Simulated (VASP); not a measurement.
# NdP3 (Pm-3m) in VASP: single point with PBE

Aim: the single point of NdP3 with PBE.

All numbers are computed with VASP 6.6.1; they aren't measurements. Logs are shortened: lines on timing, memory, paths and dates and some standing lists are left out, and cuts for length are marked.

## 1. The cell of the first run

It takes space group Pm-3m (No. 221, cubic). The conventional cell has a = 4.781 Å, b = 4.781 Å, c = 4.781 Å, α = 90.00°, β = 90.00°, γ = 90.00°. Nd (site symmetry m-3m) has 6 P at 2.39 Å within 3.2 Å. P (site symmetry 4/mmm) has 2 Nd at 2.39 Å within 3.2 Å.

## 2. Single point, PBE

The input, INCAR:

```
PREC     = Accurate       # precision mode
ENCUT    = 520            # plane-wave cutoff, eV
EDIFF    = 1E-6           # SCF threshold, eV
ISMEAR   = 0              # smearing method
SIGMA    = 0.1            # smearing width, eV
LREAL    = F              # projectors in reciprocal space
LASPH    = T              # aspherical terms in the spheres
NELM     = 60             # most SCF steps
ALGO     = Normal         # electronic algorithm
ISIF     = 2              # what is computed and relaxed
LWAVE    = F              # write WAVECAR
LCHARG   = F              # write CHGCAR
GGA      = PE             # functional
NBANDS   = 22             # bands
```

The input, KPOINTS:

```
regular mesh
0
Gamma
  4 4 4
```

The input, POSCAR:

```
NdP3
1.0
    4.7813665200      0.0000000000      0.0000000000
    0.0000000000      4.7813665200      0.0000000000
    0.0000000000      0.0000000000      4.7813665200
Nd P
1 3
Direct
    0.0000000000      0.0000000000      0.0000000000
    0.5000000000      0.0000000000      0.0000000000
    0.0000000000      0.5000000000      0.0000000000
    0.0000000000      0.0000000000      0.5000000000
```

Potentials or basis: VASP PAW PBE potentials, release 64 (Nd, P).

Command:

```sh
$ cat potpaw_PBE.64/Nd/POTCAR potpaw_PBE.64/P/POTCAR > POTCAR
$ mpirun -np 1 vasp_std > vasp.out
```

OUTCAR:

```text
PREC = Accurate
   ENCUT = 520
   EDIFF = 1E-6
   ISMEAR = 0
   LREAL = F
   LASPH = T
   NELM = 60
   ISIF = 2
   GGA = PE

 ion  position               nearest neighbor table
   1  0.000  0.000  0.000-   2 2.39   3 2.39   4 2.39   4 2.39   3 2.39   2 2.39
   2  0.500  0.000  0.000-   1 2.39   1 2.39
   3  0.000  0.500  0.000-   1 2.39   1 2.39
   4  0.000  0.000  0.500-   1 2.39   1 2.39

  LATTYP: Found a simple cubic cell.
 ALAT       =     4.7813665200

  Lattice vectors:

 A1 = (   4.7813665200,   0.0000000000,   0.0000000000)
 A2 = (   0.0000000000,   4.7813665200,   0.0000000000)
 A3 = (   0.0000000000,   0.0000000000,   4.7813665200)

Analysis of symmetry for initial positions (statically):
=====================================================================
 Subroutine PRICEL returns:
 Original cell was already a primitive cell.

 Routine SETGRP: Setting up the symmetry group for a
 simple cubic supercell.

 Subroutine GETGRP returns: Found 48 space group operations
 (whereof 48 operations were pure point group operations)
 out of a pool of 48 trial point group operations.

The static configuration has the point symmetry O_h .

Analysis of symmetry for dynamics (positions and initial velocities):
=====================================================================
 Subroutine PRICEL returns:
 Original cell was already a primitive cell.

 Routine SETGRP: Setting up the symmetry group for a
 simple cubic supercell.

 Subroutine GETGRP returns: Found 48 space group operations
 (whereof 48 operations were pure point group operations)
 out of a pool of 48 trial point group operations.

The dynamic configuration has the point symmetry O_h .

 Subroutine INISYM returns: Found 48 space group operations
 (whereof 48 operations are pure point group operations),
 and found     1 'primitive' translations

----------------------------------------------------------------------------------------

                                     Primitive cell

  volume of cell :     109.3090

  direct lattice vectors                    reciprocal lattice vectors
     4.781366520  0.000000000  0.000000000     0.209145230  0.000000000  0.000000000
     0.000000000  4.781366520  0.000000000     0.000000000  0.209145230  0.000000000
     0.000000000  0.000000000  4.781366520     0.000000000  0.000000000  0.209145230

  length of vectors
     4.781366520  4.781366520  4.781366520     0.209145230  0.209145230  0.209145230

  position of ions in fractional coordinates (direct lattice)
     0.000000000  0.000000000  0.000000000
     0.500000000  0.000000000  0.000000000
     0.000000000  0.500000000  0.000000000
     0.000000000  0.000000000  0.500000000

  ion indices of the primitive-cell ions
   primitive index   ion index
                 1           1
                 2           2
                 3           3
                 4           4

----------------------------------------------------------------------------------------

 KPOINTS: regular mesh

Automatic generation of k-mesh.
 Grid dimensions read from file:
 generate k-points for:    4    4    4

 Generating k-lattice:

  Cartesian coordinates                     Fractional coordinates (reciprocal lattice)
     0.052286307  0.000000000  0.000000000     0.250000000  0.000000000  0.000000000
     0.000000000  0.052286307  0.000000000     0.000000000  0.250000000  0.000000000
     0.000000000  0.000000000  0.052286307     0.000000000  0.000000000  0.250000000

  Length of vectors
     0.052286307  0.052286307  0.052286307

  Shift w.r.t. Gamma in fractional coordinates (k-lattice)
     0.000000000  0.000000000  0.000000000

 Subroutine IBZKPT returns following result:
 ===========================================

 Found     10 irreducible k-points:

 Following reciprocal coordinates:
            Coordinates               Weight
  0.000000  0.000000  0.000000      1.000000
  0.250000  0.000000  0.000000      6.000000
  0.500000  0.000000  0.000000      3.000000
  0.250000  0.250000  0.000000     12.000000
  0.500000  0.250000  0.000000     12.000000
  0.500000  0.500000  0.000000      3.000000
  0.250000  0.250000  0.250000      8.000000
  0.500000  0.250000  0.250000     12.000000
  0.500000  0.500000  0.250000      6.000000
  0.500000  0.500000  0.500000      1.000000
   k-points           NKPTS =     10   k-points in BZ     NKDIM =     10   number of bands    NBANDS=     22
   number of dos      NEDOS =    301   number of ions     NIONS =      4
   total plane-waves  NPLWV =  46656
   dimension x,y,z NGX =    36 NGY =   36 NGZ =   36
   dimension x,y,z NGXF=    72 NGYF=   72 NGZF=   72
   ions per type =               1   3
   NGX,Y,Z   is equivalent  to a cutoff of  12.52, 12.52, 12.52 a.u.
   NGXF,Y,Z  is equivalent  to a cutoff of  25.03, 25.03, 25.03 a.u.
 SYSTEM =  unknown system
   PREC   = accura    normal or accurate (medium, high low for compatibility)
   ISTART =      0    job   : 0-new  1-cont  2-samecut
   ICHARG =      2    charge: 1-file 2-atom 10-const
   ISPIN  =      1    spin polarized calculation?
   LNONCOLLINEAR =      F non collinear calculations
   LSORBIT =      F    spin-orbit coupling
   LASPH  =      T    aspherical Exc in radial PAW
   ENCUT  =  520.0 eV  38.22 Ry    6.18 a.u.   8.89  8.89  8.89*2*pi/ulx,y,z
   NELM   =     60;   NELMIN=  2; NELMDL= -5     # of ELM steps
   EDIFF  = 0.1E-05   stopping-criterion for ELM
   LREAL  =      F    real-space projection
   EDIFFG = 0.1E-04   stopping-criterion for IOM
   NSW    =      0    number of steps for IOM
   IBRION =     -1    ionic relax: 0-MD 1-quasi-New 2-CG
   NFREE  =      0    steps in history (QN), initial steepest desc. (CG)
   ISIF   =      2    stress and relaxation
   ISYM   =      2    0-nonsym 1-usesym 2-fastsym
   POTIM  = 0.5000    time-step for ionic-motion
   TEBEG  =    0.0;   TEEND  =   0.0 temperature during run
   PSTRESS=    0.0 pullay stress
   NELECT =      29.0000    total number of electrons
   NUPDOWN=      -1.0000    fix difference up-down
   EMIN   =  10.00;   EMAX   =-10.00  energy-range for DOS
   EFERMI =   0.00;   METHOD = LEGACY
   ISMEAR =     0;   SIGMA  =   0.10  broadening in eV -4-tet -1-fermi 0-gaus
   EFERMI_NEDOS =   21; number of points for ismear=-14 and -15
   IALGO  =     38    algorithm
   IMIX   =      4    mixing-type and parameters
     AMIX     =   0.40;   BMIX     =  1.00
     AMIX_MAG =   1.60;   BMIX_MAG =  1.00
  volume/ion in A,a.u.               =      27.33       184.41
  Fermi-wavevector in a.u.,A,eV,Ry     =   1.051935  1.987868 15.055754  1.106567
  Thomas-Fermi vector in A             =   2.186998
   LORBIT       =      0    0 simple, 1 ext, 2 COOP (PROOUT), +10 PAW based schemes
   GGA     = PE    functional components
   LHFCALC =     F    Hartree Fock is set to
   AEXX    =    0.0000 exact exchange contribution
   IVDW    =     0    specifies the selected vdW correction
   LEPSILON=     F    determine dielectric tensor
   LRPA    =     F    only Hartree local field effects (RPA)
 non-spin polarized calculation
 Gauss-broadening in eV      SIGMA  =   0.10
  energy-cutoff  :      520.00
  volume of cell :      109.31
 maximum number of plane-waves:      3016
 NGX is ok and might be reduce to    36
   NGX = 17   NGY = 17   NGZ = 17

 number of electron      28.9999997 magnetization

 Free energy of the ion-electron system (eV)
  ---------------------------------------------------
  ext. energy  EPLUGINS =         0.00000000
  ---------------------------------------------------
  free energy    TOTEN  =       -17.32156208 eV

  energy without entropy =      -17.24657707  energy(sigma->0) =      -17.28406958

 E-fermi :   2.3660     XC(G=0):  -8.5831

 val. band max:        2.3637193033   @ k =   0.5000   0.2500   0.0000
 cond. band min:       2.3779865885   @ k =   0.2500   0.2500   0.0000
 fundamental gap:      0.0142672852
 Fermi energy:         2.3659951060

 k-point     1 :       0.0000    0.0000    0.0000
  band No.  band energies     occupation
      1     -33.5095      2.00000
      2     -15.3724      2.00000
      3     -15.3724      2.00000
      4     -15.3724      2.00000
      5      -7.6034      2.00000
      6      -6.6526      2.00000
[... 14 lines left out ...]
     21       4.1782      0.00000
     22       4.1782      0.00000

 k-point     2 :       0.2500    0.0000    0.0000
  band No.  band energies     occupation
      1     -33.5065      2.00000
      2     -15.5395      2.00000
      3     -15.3674      2.00000
      4     -15.3674      2.00000
      5      -7.3612      2.00000
      6      -6.6281      2.00000
[... 14 lines left out ...]
     21       4.2374      0.00000
     22       4.3581      0.00000

 k-point     3 :       0.5000    0.0000    0.0000
  band No.  band energies     occupation
      1     -33.5035      2.00000
      2     -15.6936      2.00000
      3     -15.3624      2.00000
      4     -15.3624      2.00000
      5      -7.2439      2.00000
      6      -6.6031      2.00000
[... 14 lines left out ...]
     21       3.7736      0.00000
     22       4.2983      0.00000

 k-point     4 :       0.2500    0.2500    0.0000
  band No.  band energies     occupation
      1     -33.5035      2.00000
      2     -15.5353      2.00000
      3     -15.5322      2.00000
      4     -15.3625      2.00000
      5      -7.0765      2.00000
      6      -6.1269      2.00000
[... 14 lines left out ...]
     21       4.2908      0.00000
     22       4.4108      0.00000

 k-point     5 :       0.5000    0.2500    0.0000
  band No.  band energies     occupation
      1     -33.5006      2.00000
      2     -15.6873      2.00000
      3     -15.5280      2.00000
      4     -15.3576      2.00000
      5      -6.9693      2.00000
      6      -5.9890      2.00000
[... 67 lines left out ...]
 k-point     8 :       0.5000    0.2500    0.2500
  band No.  band energies     occupation
      1     -33.4976      2.00000
      2     -15.6811      2.00000
      3     -15.5240      2.00000
      4     -15.5209      2.00000
      5      -6.2290      2.00000
      6      -5.8319      2.00000
[... 14 lines left out ...]
     21       4.1490      0.00000
     22       4.2952      0.00000

 k-point     9 :       0.5000    0.5000    0.2500
  band No.  band energies     occupation
      1     -33.4946      2.00000
      2     -15.6748      2.00000
      3     -15.6748      2.00000
      4     -15.5168      2.00000
      5      -6.0041      2.00000
      6      -4.8163      2.00000
[... 14 lines left out ...]
     21       4.2365      0.00000
     22       4.2365      0.00000

 k-point    10 :       0.5000    0.5000    0.5000
  band No.  band energies     occupation
      1     -33.4917      2.00000
      2     -15.6687      2.00000
      3     -15.6687      2.00000
      4     -15.6687      2.00000
      5      -4.7726      2.00000
      6      -4.7726      2.00000
[... 14 lines left out ...]
     21       4.7687      0.00000
     22       4.7687      0.00000

------------------------ aborting loop because EDIFF is reached ----------------------------------------

  FORCE on cell =-STRESS in cart. coord.  units (eV):
  Direction    XX          YY          ZZ          XY          YZ          ZX
  --------------------------------------------------------------------------------------
  -------------------------------------------------------------------------------------
  Total        8.8376679      8.8376679      8.8376679      0.0000000      0.0000000      0.0000000
  in kB      129.5364980    129.5364980    129.5364980      0.0000000      0.0000000      0.0000000
  external PRESSURE =     129.5364980 kB  Pullay stress =       0.0000000 kB

 VOLUME and BASIS-vectors are now :
 -----------------------------------------------------------------------------
  energy-cutoff  :      520.00
  volume of cell :      109.31
      direct lattice vectors                 reciprocal lattice vectors
     4.781366520  0.000000000  0.000000000     0.209145230  0.000000000  0.000000000
     0.000000000  4.781366520  0.000000000     0.000000000  0.209145230  0.000000000
     0.000000000  0.000000000  4.781366520     0.000000000  0.000000000  0.209145230

 POSITION                                       TOTAL-FORCE (eV/Angst)
 -----------------------------------------------------------------------------------
      0.00000      0.00000      0.00000         0.000000      0.000000      0.000000
      2.39068      0.00000      0.00000         0.000000      0.000000      0.000000
      0.00000      2.39068      0.00000         0.000000      0.000000      0.000000
      0.00000      0.00000      2.39068         0.000000      0.000000      0.000000
 -----------------------------------------------------------------------------------
    total drift:                                0.000000     -0.000000     -0.000000

  FREE ENERGIE OF THE ION-ELECTRON SYSTEM (eV)
  ---------------------------------------------------
  free  energy   TOTEN  =       -17.3215620755 eV

  energy  without entropy=      -17.2465770749  energy(sigma->0) =      -17.28406958
```

Run time: 24 s. Hardware: 1 thread of Intel Xeon Platinum 8488C (Sapphire Rapids), shared host; peak memory 0.21 GiB.

What came out:

* Free energy: -17.3216 eV
* Pressure: 13.0 GPa

Caveat: spin-orbit coupling is left out, which moves the levels of the heavy elements; without U or exact exchange the open f shell lies at the Fermi level, which spoils levels, moments and volumes. Spin polarisation is off, so any magnetic state and its effect on volume and gap are missing.
